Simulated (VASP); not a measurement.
# Ga2Te3Pd (P-6m2) in VASP: a series of runs

The runs below take Ga2Te3Pd through single point, relaxation of cell and atoms, with PBE.

Program: VASP 6.6.1. These are calculated values, not measurements. Logs are shortened: lines on timing, memory, paths and dates and some standing lists are left out, and cuts for length are marked.

## (1) The cell of the first run

The structure is hexagonal, space group P-6m2 (No. 187). The conventional cell has a = 7.024 Å, b = 7.024 Å, c = 4.082 Å, α = 90.00°, β = 90.00°, γ = 120.00°. Ga (site symmetry -6m2) has 6 Te at 3.51 Å and 8 Ga at 4.08 to 4.54 Å and 6 Pd at 4.54 Å within 4.6 Å. Within 4.1 Å of Ga (site symmetry -6m2) lie 6 Te at 2.95 Å and 3 Pd at 4.06 Å and 2 Ga at 4.08 Å. Within 3.7 Å of Te (site symmetry mm2) lie 2 Pd at 2.81 Å and 4 Ga at 2.95 to 3.51 Å and 4 Te at 3.33 to 3.69 Å. Within 3.7 Å of Pd (site symmetry -6m2) lie 6 Te at 2.81 Å.

The cell was built from a structure type or drawn by symmetry, and may not be a known phase.

## (2) Single point, PBE

Contents of INCAR:

```
SYSTEM = Ga2Te3Pd
PREC = Accurate
ENCUT = 520
EDIFF = 1E-7
ISMEAR = 0
SIGMA = 0.1
LREAL = .FALSE.
LASPH = .TRUE.
NELM = 60
ALGO = Normal
ISIF = 2
LWAVE = .FALSE.
LCHARG = .FALSE.
GGA = PE
NBANDS = 36
```

Contents of KPOINTS:

```
Automatic mesh
0
G
  3 3 4
  0 0 0
```

Contents of POSCAR:

```
Ga2Te3Pd
1.0
    7.0235025210     -0.0000000031      0.0000000000
   -3.5117512579      6.0825316083      0.0000000000
    0.0000000000      0.0000000000      4.0823694770
Ga Te Pd
2 3 1
Direct
    0.0000000000      0.0000000000      0.0000000000
    0.6666666667      0.3333333333      0.5000000000
    0.4915025133      0.5084974867      0.0000000000
    0.4915025133      0.9830050267      0.0000000000
    0.0169949733      0.5084974867      0.0000000000
    0.3333333333      0.6666666667      0.5000000000
```

Potentials or basis: VASP PAW PBE potentials, release 64 (Ga_d, Te, Pd).

Run with:

```bash
cat potpaw_PBE.64/Ga_d/POTCAR potpaw_PBE.64/Te/POTCAR potpaw_PBE.64/Pd/POTCAR > POTCAR
mpirun -np 1 vasp_std > vasp.out
```

OUTCAR:

```text
SYSTEM = Ga2Te3Pd
   PREC = Accurate
   ENCUT = 520
   EDIFF = 1E-7
   ISMEAR = 0
   LREAL = .FALSE.
   LASPH = .TRUE.
   NELM = 60
   ISIF = 2
   GGA = PE

 ion  position               nearest neighbor table
   1  0.000  0.000  0.000-
   2  0.667  0.333  0.500-   5 2.95   5 2.95   4 2.95   4 2.95   3 2.95   3 2.95
   3  0.492  0.508  0.000-   6 2.81   6 2.81   2 2.95   2 2.95   5 3.33   4 3.33
   4  0.492  0.983  0.000-   6 2.81   6 2.81   2 2.95   2 2.95   5 3.33   3 3.33
   5  0.017  0.508  0.000-   6 2.81   6 2.81   2 2.95   2 2.95   4 3.33   3 3.33
   6  0.333  0.667  0.500-   5 2.81   5 2.81   4 2.81   4 2.81   3 2.81   3 2.81

  LATTYP: Found a hexagonal cell.
 ALAT       =     7.0235025210
 C/A-ratio  =     0.5812441107

  Lattice vectors:

 A1 = (   7.0235025210,  -0.0000000031,   0.0000000000)
 A2 = (  -3.5117512579,   6.0825316083,   0.0000000000)
 A3 = (   0.0000000000,   0.0000000000,   4.0823694770)

Analysis of symmetry for initial positions (statically):
=====================================================================
 Subroutine PRICEL returns:
 Original cell was already a primitive cell.

 Routine SETGRP: Setting up the symmetry group for a
 hexagonal supercell.

 Subroutine GETGRP returns: Found 12 space group operations
 (whereof 12 operations were pure point group operations)
 out of a pool of 24 trial point group operations.

The static configuration has the point symmetry D_3h.

Analysis of symmetry for dynamics (positions and initial velocities):
=====================================================================
 Subroutine PRICEL returns:
 Original cell was already a primitive cell.

 Routine SETGRP: Setting up the symmetry group for a
 hexagonal supercell.

 Subroutine GETGRP returns: Found 12 space group operations
 (whereof 12 operations were pure point group operations)
 out of a pool of 24 trial point group operations.

The dynamic configuration has the point symmetry D_3h.

 Subroutine INISYM returns: Found 12 space group operations
 (whereof 12 operations are pure point group operations),
 and found     1 'primitive' translations

----------------------------------------------------------------------------------------

                                     Primitive cell

  volume of cell :     174.4016

  direct lattice vectors                    reciprocal lattice vectors
     7.023502521 -0.000000003  0.000000000     0.142379105  0.082202614  0.000000000
    -3.511751258  6.082531608  0.000000000     0.000000000  0.164405229  0.000000000
     0.000000000  0.000000000  4.082369477     0.000000000  0.000000000  0.244955780
[... 82 lines left out ...]
   ISIF   =      2    stress and relaxation
   ISYM   =      2    0-nonsym 1-usesym 2-fastsym
   POTIM  = 0.5000    time-step for ionic-motion
   TEBEG  =    0.0;   TEEND  =   0.0 temperature during run
   PSTRESS=    0.0 pullay stress
   NELECT =      54.0000    total number of electrons
   NUPDOWN=      -1.0000    fix difference up-down
   EMIN   =  10.00;   EMAX   =-10.00  energy-range for DOS
   EFERMI =   0.00;   METHOD = LEGACY
   ISMEAR =     0;   SIGMA  =   0.10  broadening in eV -4-tet -1-fermi 0-gaus
   EFERMI_NEDOS =   21; number of points for ismear=-14 and -15
   IALGO  =     38    algorithm
   IMIX   =      4    mixing-type and parameters
     AMIX     =   0.40;   BMIX     =  1.00
     AMIX_MAG =   1.60;   BMIX_MAG =  1.00
  volume/ion in A,a.u.               =      29.07       196.15
  Fermi-wavevector in a.u.,A,eV,Ry     =   1.107531  2.092930 16.689249  1.226625
  Thomas-Fermi vector in A             =   2.244047
   LORBIT       =      0    0 simple, 1 ext, 2 COOP (PROOUT), +10 PAW based schemes
   GGA     = PE    functional components
   LHFCALC =     F    Hartree Fock is set to
   AEXX    =    0.0000 exact exchange contribution
   IVDW    =     0    specifies the selected vdW correction
   LEPSILON=     F    determine dielectric tensor
   LRPA    =     F    only Hartree local field effects (RPA)
 non-spin polarized calculation
 Gauss-broadening in eV      SIGMA  =   0.10
  energy-cutoff  :      520.00
  volume of cell :      174.40
 maximum number of plane-waves:      4719
 NGX is ok and might be reduce to    54
   NGX = 27   NGY = 27   NGZ = 15

 number of electron      54.0000018 magnetization

 Free energy of the ion-electron system (eV)
  ---------------------------------------------------
  ext. energy  EPLUGINS =         0.00000000
  ---------------------------------------------------
  free energy    TOTEN  =       -20.36930479 eV

  energy without entropy =      -20.36900840  energy(sigma->0) =      -20.36915660

 E-fermi :   5.1741     XC(G=0):  -9.2783

 val. band max:        4.9696929385   @ k =   0.3333   0.3333   0.5000
 cond. band min:       5.3812362472   @ k =   0.0000   0.0000   0.0000
 fundamental gap:      0.4115433088
 Fermi energy:         5.1741145513

 k-point     1 :       0.0000    0.0000    0.0000
  band No.  band energies     occupation
      1     -10.1703      2.00000
      2     -10.1383      2.00000
      3     -10.1383      2.00000
      4     -10.0876      2.00000
      5     -10.0876      2.00000
      6      -9.7281      2.00000
[... 340 lines left out ...]
     35      10.2347      0.00000
     36      10.6245      0.00000

------------------------ aborting loop because EDIFF is reached ----------------------------------------

  FORCE on cell =-STRESS in cart. coord.  units (eV):
  Direction    XX          YY          ZZ          XY          YZ          ZX
  --------------------------------------------------------------------------------------
  -------------------------------------------------------------------------------------
  Total       -0.0672916     -0.0672916     -0.1139470      0.0000000      0.0000000      0.0000000
  in kB       -0.6181887     -0.6181887     -1.0467982      0.0000000      0.0000000      0.0000000
  external PRESSURE =      -0.7610585 kB  Pullay stress =       0.0000000 kB

 VOLUME and BASIS-vectors are now :
 -----------------------------------------------------------------------------
  energy-cutoff  :      520.00
  volume of cell :      174.40
      direct lattice vectors                 reciprocal lattice vectors
     7.023502521 -0.000000003  0.000000000     0.142379105  0.082202614  0.000000000
    -3.511751258  6.082531608  0.000000000     0.000000000  0.164405229  0.000000000
     0.000000000  0.000000000  4.082369477     0.000000000  0.000000000  0.244955780

 POSITION                                       TOTAL-FORCE (eV/Angst)
 -----------------------------------------------------------------------------------
      0.00000      0.00000      0.00000         0.000000     -0.000000     -0.000000
      3.51175      2.02751      2.04118         0.000000     -0.000000     -0.000000
      1.66635      3.09295      0.00000        -0.009230      0.005329      0.000000
      0.00000      5.97916      0.00000        -0.000000     -0.010658      0.000000
     -1.66635      3.09295      0.00000         0.009230      0.005329      0.000000
      0.00000      4.05502      2.04118         0.000000     -0.000000     -0.000000
 -----------------------------------------------------------------------------------
    total drift:                                0.000001     -0.000001      0.000000

  FREE ENERGIE OF THE ION-ELECTRON SYSTEM (eV)
  ---------------------------------------------------
  free  energy   TOTEN  =       -20.3693047949 eV

  energy  without entropy=      -20.3690083967  energy(sigma->0) =      -20.36915660
```

OSZICAR:

```text
N       E                     dE             d eps       ncg     rms          rms(c)
DAV:   1     0.411804823089E+03    0.41180E+03   -0.23469E+04   688   0.174E+03
DAV:   2     0.345054529392E+02   -0.37730E+03   -0.36162E+03   712   0.466E+02
DAV:   3    -0.179786718459E+02   -0.52484E+02   -0.50842E+02   784   0.133E+02
DAV:   4    -0.205302185721E+02   -0.25515E+01   -0.25296E+01   744   0.304E+01
DAV:   5    -0.206353565854E+02   -0.10514E+00   -0.10506E+00   916   0.576E+00    0.123E+01
DAV:   6    -0.204360334089E+02    0.19932E+00   -0.20893E-01   756   0.350E+00    0.757E+00
DAV:   7    -0.203693141530E+02    0.66719E-01   -0.31028E-01   844   0.545E+00    0.372E-01
DAV:   8    -0.203691036966E+02    0.21046E-03   -0.48821E-02   704   0.151E+00    0.410E-01
DAV:   9    -0.203687809805E+02    0.32272E-03   -0.45703E-03   832   0.519E-01    0.158E-01
DAV:  10    -0.203691337731E+02   -0.35279E-03   -0.76472E-04   748   0.120E-01    0.109E-01
DAV:  11    -0.203692664892E+02   -0.13272E-03   -0.15080E-04   760   0.644E-02    0.506E-02
DAV:  12    -0.203692968188E+02   -0.30330E-04   -0.91610E-05   684   0.566E-02    0.106E-02
DAV:  13    -0.203693011047E+02   -0.42859E-05   -0.74377E-06   808   0.159E-02    0.870E-03
DAV:  14    -0.203693044737E+02   -0.33690E-05   -0.50960E-06   676   0.911E-03    0.211E-03
DAV:  15    -0.203693047499E+02   -0.27621E-06   -0.64886E-07   668   0.333E-03    0.117E-03
DAV:  16    -0.203693047949E+02   -0.44985E-07   -0.80578E-08   476   0.185E-03
   1 F= -.20369305E+02 E0= -.20369157E+02  d E =-.296398E-03
```

Wall time 65 s (1 thread of Intel Xeon Platinum 8259CL at 2.50GHz (Skylake/Cascade Lake), shared host); peak memory 0.3 GiB.

What came out:

```yaml
Free_energy: -20.3693 eV
Pressure: -0.1 GPa
Largest_force: 0.011 eV/Å
Band_gap_on_the_k_mesh: zero (bands 27 and 28 overlap by 0.66 eV)
```

Forces in eV/Å, atoms in the order of the input:
```
Ga   0.000  0.000  0.000
Ga   0.000  0.000  0.000
Te  -0.009  0.005  0.000
Te   0.000 -0.011  0.000
Te   0.009  0.005  0.000
Pd   0.000  0.000  0.000
```

Caveat: the k points lie up to 0.38 Å⁻¹ apart, too coarse for converged energies and pressures of a metal; spin-orbit coupling is left out, which moves the levels of the heavy elements.

## (3) Single point, PBE

This run uses another cell than the first one, of 29.69 Å³/atom.

Contents of INCAR:

```
SYSTEM = Ga2Te3Pd
PREC = Accurate
ENCUT = 520
EDIFF = 1E-6
ISMEAR = 0
SIGMA = 0.1
LREAL = .False.
LASPH = .True.
NELM = 60
ALGO = Normal
ISIF = 2
LWAVE = .False.
LCHARG = .False.
GGA = PE
NBANDS = 36
```

Contents of KPOINTS:

```
Automatic mesh
0
Gamma
  3 3 4
  0 0 0
```

Contents of POSCAR:

```
Ga2Te3Pd
1.0
    6.6120688100      0.0000000000      0.0000000000
   -3.3060344000      5.7262195600      0.0000000000
    0.0000000000      0.0000000000      4.7046119100
Ga Te Pd
2 3 1
Direct
    0.0000000000      0.0000000000      0.0000000000
    0.6666666700      0.3333333300      0.5000000000
    0.4878661200      0.5121338800      0.0000000000
    0.4878661200      0.9757322400      0.0000000000
    0.0242677600      0.5121338800      0.0000000000
    0.3333333300      0.6666666700      0.5000000000
```

Potentials or basis: VASP PAW PBE potentials, release 64 (Ga_d, Te, Pd).

Run with:

```bash
cat potpaw_PBE.64/Ga_d/POTCAR potpaw_PBE.64/Te/POTCAR potpaw_PBE.64/Pd/POTCAR > POTCAR
mpirun -np 1 vasp_std > vasp.out
```

Run time: 56 s. Hardware: 1 thread of Intel Xeon Platinum 8259CL at 2.50GHz (Skylake/Cascade Lake), shared host; peak memory 0.31 GiB.

Results (log left out):

- Free energy: -19.6872 eV
- Pressure: -0.2 GPa
- Largest force: 0.459 eV/Å
- Band gap on the k mesh: zero (bands 27 and 28 overlap by 1.39 eV)

Forces on the atoms (eV/Å):
```
Ga   0.000  0.000  0.000
Ga   0.000  0.000  0.000
Te   0.397 -0.229  0.000
Te   0.000  0.459  0.000
Te  -0.397 -0.229  0.000
Pd   0.000  0.000  0.000
```

Stress tensor (GPa, compression positive):
```
 2.64  0.00  0.00
 0.00  2.64  0.00
 0.00  0.00 -5.84
```

Levels at points of the mesh, in eV from the Fermi level:
```tsv
k point	band 25	band 26	band 27	band 28	band 29	band 30
(0.00, 0.00, 0.00)	0.32	0.32	1.00	1.08	1.08	1.81
(0.00, 0.00, 0.50)	-1.55	-1.55	1.08	1.12	1.96	1.96
```

Caveat: the k points lie up to 0.37 Å⁻¹ apart, too coarse for converged energies and pressures of a metal; spin-orbit coupling is left out, which moves the levels of the heavy elements.

## (4) Relaxation of cell and atoms, PBE

This run uses another cell than the first one, of 29.69 Å³/atom.

Contents of INCAR:

```
SYSTEM = Ga2Te3Pd
PREC = Accurate
ENCUT = 600
EDIFF = 1E-7
ISMEAR = 0
SIGMA = 0.1
LREAL = .False.
LASPH = .True.
NELM = 80
ALGO = Normal
ISIF = 3
LWAVE = .False.
LCHARG = .False.
GGA = PE
IBRION = 2
NSW = 90
EDIFFG = -0.04
```

KPOINTS is that of step 3.

POSCAR is that of step 3.

Potentials or basis: VASP PAW PBE potentials, release 64 (Ga_d, Te, Pd).

Run with:

```bash
cat potpaw_PBE.64/Ga_d/POTCAR potpaw_PBE.64/Te/POTCAR potpaw_PBE.64/Pd/POTCAR > POTCAR
mpirun -np 1 vasp_std > vasp.out
```

OUTCAR:

```text
SYSTEM = Ga2Te3Pd
   PREC = Accurate
   ENCUT = 600
   EDIFF = 1E-7
   ISMEAR = 0
   LREAL = .False.
   LASPH = .True.
   NELM = 80
   ISIF = 3
   GGA = PE
   IBRION = 2
   NSW = 90
   EDIFFG = -0.04

 ion  position               nearest neighbor table
   1  0.000  0.000  0.000-
   2  0.667  0.333  0.500-   4 3.12   4 3.12   5 3.12   5 3.12   3 3.12   3 3.12
   3  0.488  0.512  0.000-   6 2.94   6 2.94   4 3.07   5 3.07   2 3.12   2 3.12   4 3.55   5 3.55

   4  0.488  0.976  0.000-   6 2.94   6 2.94   3 3.07   5 3.07   2 3.12   2 3.12   3 3.55   5 3.55

   5  0.024  0.512  0.000-   6 2.94   6 2.94   3 3.07   4 3.07   2 3.12   2 3.12   3 3.55   4 3.55

   6  0.333  0.667  0.500-   4 2.94   4 2.94   5 2.94   5 2.94   3 2.94   3 2.94

  LATTYP: Found a hexagonal cell.
 ALAT       =     6.6120688100
 C/A-ratio  =     0.7115188975

  Lattice vectors:

[... 215 lines left out ...]

 val. band max:        5.0221465566   @ k =   0.3333   0.3333   0.2500
 cond. band min:       5.1130299374   @ k =   0.3333   0.0000   0.0000
 fundamental gap:      0.0908833808
 Fermi energy:         5.0550028849

 k-point     1 :       0.0000    0.0000    0.0000
  band No.  band energies     occupation
      1     -10.0235      2.00000
      2      -9.9927      2.00000
      3      -9.9927      2.00000
      4      -9.9386      2.00000
      5      -9.9386      2.00000
      6      -9.8403      2.00000
[... 463 lines left out ...]
--------------------------------------- Ionic step        6  -------------------------------------------

 number of electron      54.0000018 magnetization

 Free energy of the ion-electron system (eV)
  ---------------------------------------------------
  ext. energy  EPLUGINS =         0.00000000
  ---------------------------------------------------
  free energy    TOTEN  =       -20.36816065 eV

  energy without entropy =      -20.36789516  energy(sigma->0) =      -20.36802791

 E-fermi :   5.2300     XC(G=0):  -9.3021

 val. band max:        5.0343378302   @ k =   0.3333   0.3333   0.5000
 cond. band min:       5.4420817094   @ k =   0.3333   0.3333   0.5000
 fundamental gap:      0.4077438792
 Fermi energy:         5.2300348723

 k-point     1 :       0.0000    0.0000    0.0000
  band No.  band energies     occupation
      1     -10.1063      2.00000
      2     -10.0740      2.00000
      3     -10.0740      2.00000
      4     -10.0232      2.00000
      5     -10.0232      2.00000
      6      -9.6842      2.00000
[... 337 lines left out ...]
  FREE ENERGIE OF THE ION-ELECTRON SYSTEM (eV)
  ---------------------------------------------------
  free  energy   TOTEN  =       -20.3681606540 eV

  energy  without entropy=      -20.3678951598  energy(sigma->0) =      -20.36802791

 reached required accuracy - stopping structural energy minimisation
```

OSZICAR:

```text
N       E                     dE             d eps       ncg     rms          rms(c)
DAV:   1     0.437632499839E+03    0.43763E+03   -0.25989E+04   624   0.216E+03
DAV:   2     0.354320398450E+02   -0.40220E+03   -0.39360E+03   632   0.538E+02
DAV:   3    -0.171893962882E+02   -0.52621E+02   -0.51220E+02   680   0.140E+02
[... 69 lines left out ...]
DAV:   4    -0.203681595515E+02    0.81579E-04   -0.23341E-04   768   0.912E-02    0.218E-02
DAV:   5    -0.203681601457E+02   -0.59424E-06   -0.30979E-05   624   0.401E-02    0.138E-02
DAV:   6    -0.203681603407E+02   -0.19496E-06   -0.36495E-06   712   0.149E-02    0.720E-03
DAV:   7    -0.203681606582E+02   -0.31751E-06   -0.72952E-07   608   0.506E-03    0.136E-03
DAV:   8    -0.203681606540E+02    0.41764E-08   -0.11226E-07   392   0.234E-03
   6 F= -.20368161E+02 E0= -.20368028E+02  d E =-.393055E-02
```

CONTCAR:

```text
Ga2Te3Pd
   1.00000000000000
     7.0065639900326024    0.0000000003458012   -0.0000000000000000
    -3.5032819894185137    6.0678624072208791   -0.0000000000000000
    -0.0000000000000000   -0.0000000000000000    4.0808382794155751
  Ga              Te              Pd
     2     3     1
Direct
     0.0000000000000000    0.0000000000000000    0.0000000000000000
     0.6666666699999979    0.3333333300000021    0.5000000000000000
     0.4917518402015043    0.5082481597984252    1.0000000000000000
     0.4917518402014707    0.9835036804030456    0.0000000000000000
     0.0164963195970250    0.5082481597985293    1.0000000000000000
     0.3333333300000021    0.6666666699999979    0.5000000000000000

  0.00000000E+00  0.00000000E+00  0.00000000E+00
  0.00000000E+00  0.00000000E+00  0.00000000E+00
  0.00000000E+00  0.00000000E+00  0.00000000E+00
  0.00000000E+00  0.00000000E+00  0.00000000E+00
  0.00000000E+00  0.00000000E+00  0.00000000E+00
  0.00000000E+00  0.00000000E+00  0.00000000E+00
```

Wall time 5.8 min (1 thread of Intel Xeon Platinum 8259CL at 2.50GHz (Skylake/Cascade Lake), shared host); peak memory 0.39 GiB.

What came out:

* Free energy: -20.3682 eV
* Relaxed volume: 28.92 Å³/atom
* Relaxed cell: a = 7.007 Å, b = 7.007 Å, c = 4.081 Å, α = 90.00°, β = 90.00°, γ = 120.00°
* Space group after relaxing (to 0.1 Å): P-6m2 (No. 187)
* Energy gained by relaxing: 113.5 meV/atom
* Ionic steps: 6
* Pressure after relaxing: 0.1 GPa
* Largest force after relaxing: 0.032 eV/Å
* Band gap on the k mesh: zero (bands 27 and 28 overlap by 0.67 eV)

Forces on the atoms (eV/Å):
```
Ga   0.000  0.000  0.000
Ga   0.000  0.000  0.000
Te  -0.028  0.016  0.000
Te   0.000 -0.032  0.000
Te   0.028  0.016  0.000
Pd   0.000  0.000  0.000
```

Step by step:
```csv
step,energy change (eV),largest force (eV/Å),pressure (GPa),volume (Å³)
1,0.0000,0.4588,-0.20,178.13
2,-0.4112,0.1472,-0.58,176.80
3,-0.6610,0.1814,0.43,172.29
4,-0.6775,0.1715,0.04,173.35
5,-0.6773,0.1698,0.00,173.50
6,-0.6812,0.0320,0.12,173.50
```

Final structure:
```cif
data_structure
_symmetry_space_group_name_H-M 'P 1'
_symmetry_Int_Tables_number 1
_cell_length_a 7.0066
_cell_length_b 7.0066
_cell_length_c 4.0808
_cell_angle_alpha 90.000
_cell_angle_beta 90.000
_cell_angle_gamma 120.000
_cell_volume 173.50
loop_
_atom_site_label
_atom_site_type_symbol
_atom_site_fract_x
_atom_site_fract_y
_atom_site_fract_z
_atom_site_occupancy
Ga1 Ga 0.00000 0.00000 0.00000 1
Ga2 Ga 0.66667 0.33333 0.50000 1
Te1 Te 0.49175 0.50825 0.00000 1
Te2 Te 0.49175 0.98350 0.00000 1
Te3 Te 0.01650 0.50825 0.00000 1
Pd1 Pd 0.33333 0.66667 0.50000 1
```

Levels at points of the mesh, in eV from the Fermi level:
| k point | band 25 | band 26 | band 27 | band 28 | band 29 | band 30 |
| --- | --- | --- | --- | --- | --- | --- |
| (0.00, 0.00, 0.00) | 0.21 | 0.21 | 0.22 | 0.79 | 0.79 | 2.92 |
| (0.00, 0.00, 0.50) | -1.81 | -1.81 | 0.29 | 0.59 | 1.71 | 1.71 |

Caveat: the k points lie up to 0.38 Å⁻¹ apart in the final cell, too coarse for converged energies and pressures of a metal; spin-orbit coupling is left out, which moves the levels of the heavy elements.

[end of part 1 of 2]
